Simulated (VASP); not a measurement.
Runs of VASP 6.6.1 on Li2ClF. It takes space group R-3m (No. 166, trigonal). Conventional cell: a = 3.288 Å, b = 3.288 Å, c = 15.791 Å, α = 90.00°, β = 90.00°, γ = 120.00°. Within 2.9 Å of F (site symmetry -3m) lie 6 Li at 2.20 Å. Cl (site symmetry -3m) has 6 Li at 2.44 Å and 6 F at 3.24 Å and 6 Cl at 3.29 Å within 3.3 Å. Li (site symmetry 3m) has 3 F at 2.20 Å and 3 Cl at 2.44 Å and 3 Li at 2.91 Å within 3.0 Å. 

```csv
level,potentials or basis,k mesh,cutoff (eV),gap on the mesh (eV),pressure (GPa),largest force (eV/Å)
PBE,"VASP PAW PBE potentials, release 64 (F, Cl, Li_sv)",4 × 4 × 4,750,4.87,(a),0.02
PBE,"VASP PAW PBE potentials, release 64 (F, Cl, Li_sv)",4 × 4 × 4,520,4.87,-,0.02
LDA,"VASP PAW LDA potentials, release 64 (F, Cl, Li_sv)",4 × 4 × 4,750,4.49,(b),0.01
r2SCAN,"VASP PAW PBE potentials, release 64 (F, Cl, Li_sv)",4 × 4 × 4,520,5.64,-,0.01
PBE,"VASP PAW PBE potentials, release 64 (F, Cl, Li_sv)",6 × 6 × 6,750,4.87,1.2,0.02
```

Alike in all rows: task single point; no spin polarisation; cell as given; smearing gaussian 0.01 eV.

Q: Fill in the values left out.

A: (a) 1.4; (b) -3.7.

Caveats: some runs use coarse meshes; the cutoff is under 1.25 times the usual one of these potentials, so pressure, stress and relaxed cells hold a basis-set (Pulay) error (at least some runs); the PAW data sets were made with another functional, which shifts forces and pressure a little (at least some runs).

A k mesh can miss the band edges.
